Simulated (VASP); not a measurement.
**Ta4N: relaxation of the atoms with PBE**

The system is Ta4N, a slab with vacuum.

```xyz
5
Lattice="3.3190 0.0000 0.0000 0.0000 3.3190 0.0000 0.0000 0.0000 20.2997" Properties=species:S:1:pos:R:3 pbc="T T T"
Ta    1.6595    1.6595    4.0000
Ta    0.0000    0.0000    5.6595
Ta    1.6595    1.6595    7.3061
Ta    0.0000    0.0000    8.7997
N     1.2446    1.2446    9.9597
```

```json
{"Program": "VASP 6.6.1", "Task": "relaxation of the atoms", "Functional": "PBE", "Potentials or basis": "VASP PAW PBE potentials, release 64 (Ta_pv, N)", "Cutoff": "520 eV", "k mesh": "8 × 8 × 1", "Occupations": "gaussian, width 0.1 eV", "Spin": "no spin polarisation", "Dipole correction": "yes", "Atoms held fixed (from 0)": "[0, 1, 2, 3]", "Further INCAR settings": "ALGO = Fast; EDIFF = 1e-07; IBRION = 2; EDIFFG = -0.025; NSW = 36", "Atoms held along some axes (from 0)": "atom 4 along a and b"}
```

- Energy gained by relaxing: 259.0 meV/atom
- Ionic steps: 16
- Band gap on the k mesh: zero (an odd number of electrons rules out a gap without spin polarisation)

The path:
| step | energy change (eV) | largest force on free atoms (eV/Å) | pressure (GPa) |
| --- | --- | --- | --- |
| 1 | 0.0000 | 4.2649 | -4.27 |
| 2 | -0.7624 | 3.0534 | -3.37 |
| 3 | -1.2947 | 0.0481 | -0.86 |
| 4 | -1.2945 | 0.0790 | -0.97 |
| 5 | -1.2945 | 0.0776 | -0.97 |
| 6 | -1.2945 | 0.0749 | -0.97 |
| 7 | -1.2945 | 0.0745 | -0.97 |
| 8 | -1.2945 | 0.0745 | -0.97 |
| 9 | -1.2945 | 0.0742 | -0.97 |
| 10 | -1.2945 | 0.0738 | -0.96 |
| 11 | -1.2945 | 0.0729 | -0.96 |
| 12 | -1.2946 | 0.0715 | -0.96 |
| 13 | -1.2946 | 0.0680 | -0.96 |
| 14 | -1.2946 | 0.0614 | -0.96 |
| 15 | -1.2947 | 0.0480 | -0.94 |
| 16 | -1.2948 | 0.0215 | -0.92 |

Final structure:
```
CELL_PARAMETERS angstrom
3.31897 0.00000 0.00000
0.00000 3.31897 0.00000
0.00000 0.00000 20.29966
ATOMIC_POSITIONS crystal
Ta 0.50000 0.50000 0.19705
Ta 0.00000 0.00000 0.27880
Ta 0.50000 0.50000 0.35991
Ta 0.00000 0.00000 0.43349
N 0.37500 0.37500 0.46473
```

Levels at points of the mesh, in eV from the Fermi level:
| k point | band 21 | band 22 | band 23 | band 24 | band 25 | band 26 | band 27 | band 28 | band 29 |
| --- | --- | --- | --- | --- | --- | --- | --- | --- | --- |
| (0.00, 0.00, 0.00) | -1.35 | -0.14 | 0.08 | 0.31 | 0.45 | 0.51 | 0.81 | 0.88 | 1.58 |
| (0.50, 0.00, 0.00) | -1.38 | -0.89 | -0.80 | -0.16 | 0.16 | 0.44 | 1.23 | 1.51 | 1.97 |
| (0.50, 0.50, 0.00) | -1.75 | -1.74 | -1.35 | -0.46 | -0.32 | 1.99 | 2.09 | 2.13 | 2.46 |

It took 26 min on 1 thread of Oxide Virtual Turin-like Processor, with other jobs on the host, peak memory 0.4 GiB.

Caveat: spin-orbit coupling is left out, which moves the levels of the heavy elements.
